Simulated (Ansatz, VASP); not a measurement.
Two plane-wave programs on NaH

The input POSCAR:

```
NaH
1.0
    0.0000000000      2.5173879016      2.5173879016
    2.5173879016      0.0000000000      2.5173879016
    2.5173879016      2.5173879016      0.0000000000
Na H
1 1
Direct
    0.0000000000      0.0000000000      0.0000000000
    0.5000000000      0.5000000000      0.5000000000
```

Contents of INCAR.step1:

```
ALGO = Normal ; EDIFF = 1E-4
ENCUT = 520 ; GGA = PE
ISMEAR = 0 ; LASPH = T
LCHARG = F ; LREAL = F
LWAVE = T ; NBANDS = 11
NELM = 80 ; PREC = Accurate
SIGMA = 0.01
```

File INCAR.step2:

```
ALGO = Normal ; EDIFF = 1E-6
ENCUT = 520 ; ISIF = 2
ISMEAR = 0 ; ISTART = 1
LASPH = T ; LCHARG = F
LMIXTAU = T ; LREAL = F
LWAVE = F ; METAGGA = R2SCAN
NBANDS = 11 ; NELM = 80
PREC = Accurate ; SIGMA = 0.01
```

File KPOINTS:

```
k-points
0
Gamma
  10 10 10
```

Input for Ansatz:

```yaml
crystal:
  lattice:
    - [0.0, 2.5173879016, 2.5173879016]
    - [2.5173879016, 0.0, 2.5173879016]
    - [2.5173879016, 2.5173879016, 0.0]
  atoms:
    - { symbol: Na, position: [0.0, 0.0, 0.0] }
    - { symbol: H, position: [0.5, 0.5, 0.5] }
kpoints:
  mp_grid: { grid: [10, 10, 10] }
  band_path:
    path:
      - [0.0, 0.0, 0.0]
      - [0.5, 0.0, 0.5]
      - [0.625, 0.25, 0.625]
      - [0.375, 0.375, 0.75]
      - [0.5, 0.5, 0.5]
      - [0.5, 0.25, 0.75]
      - [0.25, -0.5, -0.25]
      - [0.0, 0.0, 0.5]
    npoints: 1
hamiltonian:
  xc: r2scan
scf:
  occupations: { method: fixed }
  n_extra_bands: 4
output:
  forces: true
  stress: true
  eigenvalues: true
```

Change from the starting cell: hydrostatic strain +5.0%.

Alike in both runs: task single point; functional r2SCAN; k mesh 10 × 10 × 10; no spin polarisation.

```csv
,VASP,Ansatz
version,VASP 6.6.1,Ansatz 0.2.0
potentials or method,"VASP PAW PBE potentials, release 64 (Na_pv, H)","plane waves, PAW"
plane-wave cutoff (eV),520,500
occupations,"gaussian, width 0.01 eV",fixed
valence electrons in the cell,8,10
```

```csv
,VASP,Ansatz,Ansatz less VASP
gap on the k mesh at the Fermi level (eV),4.17,4.16,-0.011
pressure (GPa),-2.9,-2.7,+0.18
```

VASP's potentials were made for PBE, not for r2SCAN. VASP's potentials hold 8 valence electrons a cell and Ansatz's 10, so a difference there can come from the potentials and not from the codes.
